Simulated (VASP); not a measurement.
Set up this calculation in VASP 6.6.1, as the native input.

```
Task                   : single point
Functional             : PBE
Potentials or basis    : VASP PAW PBE potentials, release 64 (Sn_d, Pb_d, O)
Cutoff                 : 520 eV
k mesh                 : 4 × 4 × 1
Occupations            : gaussian, width 0.1 eV
Spin                   : no spin polarisation
Dipole correction      : no
Further INCAR settings : ALGO = Normal; EDIFF = 1e-06; NBANDS = 72
```

The structure of SnPb2O3 lies in POSCAR:

```
SnPb2O3
1.0
    3.9871019224      0.0000000000      0.0000000000
    0.0000000000      3.9871019224      0.0000000000
    0.0000000000      0.0000000000     16.4079980777
Sn Pb O
2 4 6
Direct
    0.0000000000      0.5000000000      0.7413133022
    0.5000000000      0.0000000000      0.2586866978
    0.0000000000      0.5000000000      0.0740915274
    0.0000000000      0.5000000000      0.4012471742
    0.5000000000      1.0000000000      0.9259084726
    0.5000000000      0.0000000000      0.5987528258
    1.0000000000      0.0000000000      0.6733266439
    0.0000000000      0.0000000000      0.0000000000
    0.0000000000      0.0000000000      0.3266733561
    0.5000000000      0.5000000000      0.6733266439
    0.5000000000      0.5000000000      0.0000000000
    0.5000000000      0.5000000000      0.3266733561
```

One way to write it, as run:

INCAR

```
PREC = Accurate
ENCUT = 520
EDIFF = 1E-6
ISMEAR = 0
SIGMA = 0.1
LREAL = False
LASPH = True
NELM = 100
ALGO = Normal
ISIF = 2
LWAVE = False
LCHARG = False
GGA = PE
NBANDS = 72
```

KPOINTS

```
regular mesh
0
Gamma
  4 4 1
```

Potentials or basis: VASP PAW PBE potentials, release 64 (Sn_d, Pb_d, O).

Launch:

```sh
$ cat potpaw_PBE.64/Sn_d/POTCAR potpaw_PBE.64/Pb_d/POTCAR potpaw_PBE.64/O/POTCAR > POTCAR
$ mpirun -np 1 vasp_std > vasp.out
```

It gave:

```
Pressure               : 0.1 GPa
Largest force          : 0.059 eV/Å
Band gap on the k mesh : 1.12 eV
```

Caveat: spin-orbit coupling is left out, which moves the levels of the heavy elements.

It took 110 s on 1 thread of Intel(R) Xeon(R) 6975P-C (Granite Rapids), on a shared host, peak memory 0.39 GiB.
